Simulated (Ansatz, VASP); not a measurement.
One calculation of AlN, two programs

File INCAR:

```
PREC     = Accurate       # precision mode
ENCUT    = 520            # plane-wave cutoff, eV
EDIFF    = 1E-7           # SCF threshold, eV
ISMEAR   = 0              # smearing method
SIGMA    = 0.05           # smearing width, eV
LREAL    = F              # projectors in reciprocal space
LASPH    = T              # aspherical terms in the spheres
NELM     = 60             # most SCF steps
ALGO     = Normal         # electronic algorithm
ISIF     = 2              # what is computed and relaxed
LWAVE    = F              # write WAVECAR
LCHARG   = F              # write CHGCAR
GGA      = CA             # functional
NBANDS   = 26             # bands
```

The input KPOINTS:

```
regular mesh
0
Gamma
  8 6 4
```

Contents of POSCAR:

```
AlN
1.0
   -1.6378403119      2.8368226349      0.0000000000
    0.0000000000      0.0000000000      4.1006264518
    4.9135209358      2.8368226349      0.0000000000
Al N
4 4
Direct
    0.3915073870      0.7500000000      0.2314484045
    1.0000000000      0.7500000000      0.6666666667
    0.0000000000      0.2500000000      0.3333333333
    0.5000000000      0.2500000000      0.8333333333
    0.5000000000      0.2500000000      0.1666666667
    1.0000000000      0.2500000000      0.6666666667
    0.0000000000      0.7500000000      0.3333333333
    0.5000000000      0.7500000000      0.8333333333
```

Input for Ansatz:

```yaml
crystal:
  lattice:
    - [-1.6378403119, 2.8368226349, 0.0]
    - [0.0, 0.0, 4.1006264518]
    - [4.9135209358, 2.8368226349, 0.0]
  atoms:
    - { symbol: Al, position: [0.391507387, 0.75, 0.2314484045] }
    - { symbol: Al, position: [1.0, 0.75, 0.6666666667] }
    - { symbol: Al, position: [0.0, 0.25, 0.3333333333] }
    - { symbol: Al, position: [0.5, 0.25, 0.8333333333] }
    - { symbol: "N", position: [0.5, 0.25, 0.1666666667] }
    - { symbol: "N", position: [1.0, 0.25, 0.6666666667] }
    - { symbol: "N", position: [0.0, 0.75, 0.3333333333] }
    - { symbol: "N", position: [0.5, 0.75, 0.8333333333] }
basis:
  ecutwfc: 420
kpoints:
  mp_grid: { grid: [8, 6, 4] }
hamiltonian:
  xc: lda
  pseudopotentials: { kind: paw, azcp: { folder: soft_1 } }
scf:
  occupations: { method: gaussian, width: 0.05 }
output:
  forces: true
  stress: true
  eigenvalues: true
```

Alike in both runs: task single point; functional LDA; k mesh 8 × 6 × 4; occupations gaussian, width 0.05 eV; no spin polarisation.

|  | VASP | Ansatz |
| --- | --- | --- |
| version | VASP 6.6.1 | Ansatz 0.2.0 |
| potentials or method | VASP PAW LDA potentials, release 64 (Al, N), cutoff 520 eV | scalar-relativistic, plane waves, PAW |
| valence electrons in the cell | 32 | 32 |

```csv
,VASP,Ansatz,Ansatz less VASP
gap on the k mesh at the Fermi level (eV),2.97,2.97,+0.003
least direct gap on the mesh (eV),2.97,2.97,+0.003
pressure (GPa),19.1,18.3,-0.83
"traceless stress, the component that is largest in VASP (GPa)",-30.78,-30.37,+0.410
rms of the force components (eV/Å),6.839,6.772,-0.0672
```

Ansatz warns that its potentials were made for another functional, while VASP's fit it. LDA's correlation is that of Perdew and Zunger in VASP and of Perdew and Wang (1992) in Ansatz. Atom by atom the forces differ by 0.068 eV/Å (rms over components).
